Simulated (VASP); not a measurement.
A run of VASP 6.6.1 is set up as follows.

POSCAR

```
BaO
1.0
    0.0000000000      2.7719418017      2.7719418017
    2.7719418017      0.0000000000      2.7719418017
    2.7719418017      2.7719418017      0.0000000000
Ba O
1 1
Direct
    0.0000000000      0.0000000000      0.0000000000
    0.5000000000      0.5000000000      0.5000000000
```

INCAR.step1

```
SYSTEM = BaO
  ALGO = Normal
  EDIFF = 1E-5
  ENCUT = 520
  GGA = PE
  GGA_COMPAT = .False.
  ISIF = 2
  ISMEAR = 0
  LASPH = .True.
  LCHARG = .False.
  LREAL = .False.
  LWAVE = .True.
  NBANDS = 15
  NELM = 120
  PREC = Accurate
  SIGMA = 0.01
```

Contents of INCAR.step2:

```
SYSTEM = BaO
  ALGO = Normal
  EDIFF = 1E-6
  ENCUT = 520
  GGA = PE
  GGA_COMPAT = .False.
  HFSCREEN = 0.2079
  ISIF = 2
  ISMEAR = 0
  ISTART = 1
  LASPH = .True.
  LCHARG = .False.
  LHFCALC = .True.
  LREAL = .False.
  LWAVE = .False.
  NBANDS = 15
  NELM = 120
  PREC = Accurate
  PRECFOCK = Normal
  SIGMA = 0.01
```

File KPOINTS:

```
k-points
0
Gamma
  6 6 6
  0 0 0
```

Potentials or basis: VASP PAW PBE potentials, release 64 (Ba_sv, O).

Launch:

```console
$ cat potpaw_PBE.64/Ba_sv/POTCAR potpaw_PBE.64/O/POTCAR > POTCAR
$ cp INCAR.step1 INCAR
$ mpirun -np 1 vasp_std > vasp.out
$ cp INCAR.step2 INCAR
$ mpirun -np 1 vasp_std > vasp.out
```

Estimate the pressure.

1.1 GPa.

What does it give for the band gap on the k mesh?

3.26 eV.

Caveat: the PAW data sets were made with another functional, which shifts forces and pressure a little; spin-orbit coupling is left out, which moves the levels of the heavy elements. A k mesh can miss the band edges.
